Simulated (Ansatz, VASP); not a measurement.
Two plane-wave programs on Rh

Contents of INCAR:

```
SYSTEM = Rh
  PREC = Accurate
  ENCUT = 520
  EDIFF = 1E-6
  ISMEAR = 0
  SIGMA = 0.15
  LREAL = .False.
  LASPH = .True.
  NELM = 80
  ALGO = Fast
  ISIF = 2
  LWAVE = .False.
  LCHARG = .True.
  GGA = PE
  LELF = .True.
  LVHAR = .True.
  NBANDS = 22
```

The input KPOINTS:

```
Automatic mesh
0
Gamma
  18 18 10
  0 0 0
```

The input POSCAR:

```
Rh
1.0
    2.8066000000      0.0000000000      0.0000000000
   -1.4033000000      2.4305868982      0.0000000000
    0.0000000000      0.0000000000      4.5956000000
Rh
2
Direct
    0.6666666667      0.3333333333      0.7500000000
    0.3333333333      0.6666666667      0.2500000000
```

Input for Ansatz:

```yaml
crystal:
  lattice:
    - [2.8066, 0.0, 0.0]
    - [-1.4033, 2.4305868982, 0.0]
    - [0.0, 0.0, 4.5956]
  atoms:
    - { symbol: Rh, position: [0.6666666667, 0.3333333333, 0.75] }
    - { symbol: Rh, position: [0.3333333333, 0.6666666667, 0.25] }
basis:
  ecutwfc: 420
kpoints:
  mp_grid: { grid: [18, 18, 10] }
hamiltonian:
  xc: pbe
  pseudopotentials: { kind: paw, azcp: { folder: soft_1 } }
scf:
  occupations: { method: gaussian, width: 0.15 }
output:
  forces: true
  stress: true
  eigenvalues: true
```

Alike in both runs: task single point; functional PBE; k mesh 18 × 18 × 10; occupations gaussian, width 0.15 eV; no spin polarisation.

```csv
,VASP,Ansatz
version,VASP 6.6.1,Ansatz 0.2.0
potentials or method,"VASP PAW PBE potentials, release 64 (Rh_pv), cutoff 520 eV","scalar-relativistic, plane waves, PAW"
valence electrons in the cell,30,34
```

|  | VASP | Ansatz | Ansatz less VASP |
| --- | --- | --- | --- |
| gap on the k mesh at the Fermi level (eV) | none | none | - |
| pressure (GPa) | -20.2 | -20.3 | -0.12 |
| traceless stress, the component that is largest in VASP (GPa) | -2.04 | -2.05 | -0.007 |

A gap of «none» marks a metal or a gap that the smearing closes. VASP's potentials hold 30 valence electrons a cell and Ansatz's 34, so a difference there can come from the potentials and not from the codes.
